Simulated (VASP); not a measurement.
A run of VASP 6.6.1 is set up as follows.

File INCAR:

```
PREC = Accurate ; ENCUT = 520
EDIFF = 1E-7 ; ISMEAR = 0
SIGMA = 0.1 ; LREAL = False
LASPH = True ; NELM = 100
ALGO = Normal ; ISIF = 2
LWAVE = False ; LCHARG = False
GGA = PE ; NBANDS = 46
```

File KPOINTS:

```
Automatic mesh
0
Gamma
  10 10 4
```

File POSCAR:

```
NbP
1.0
    3.2801059084      0.0000000000      0.0000000000
    0.0000000000      3.2801059084      0.0000000000
    0.0000000000      0.0000000000     11.6573214767
Nb P
4 4
Direct
    0.5000000000      0.5000000000     -0.0009407074
    0.0000000000      0.5000000000      0.7490592926
    0.0000000000      0.0000000000      0.4990592926
    0.5000000000      0.0000000000      0.2490592926
    0.0000000000      0.0000000000      0.0835692824
    0.5000000000      0.0000000000      0.8335692824
    0.5000000000      0.5000000000      0.5835692824
    0.0000000000      0.5000000000      0.3335692824
```

Potentials or basis: VASP PAW PBE potentials, release 64 (Nb_sv, P).

The run is started by

```sh
$ cat potpaw_PBE.64/Nb_sv/POTCAR potpaw_PBE.64/P/POTCAR > POTCAR
$ mpirun -np 1 vasp_std > vasp.out
```

Q: Predict the pressure.

A: 4.6 GPa.

Q: Estimate the band gap on the k mesh.

A: Zero (bands 36 and 37 overlap by 0.19 eV).

Stress tensor (GPa, compression positive):
```
 7.06  0.00  0.00
 0.00  7.06  0.00
 0.00  0.00 -0.40
```

Caveat: the cell differs from its parent crystal (biaxial strain in the a-b plane: -2.0 %, then relaxed in part); the stress differs along the axes, from -0 to 7 GPa.
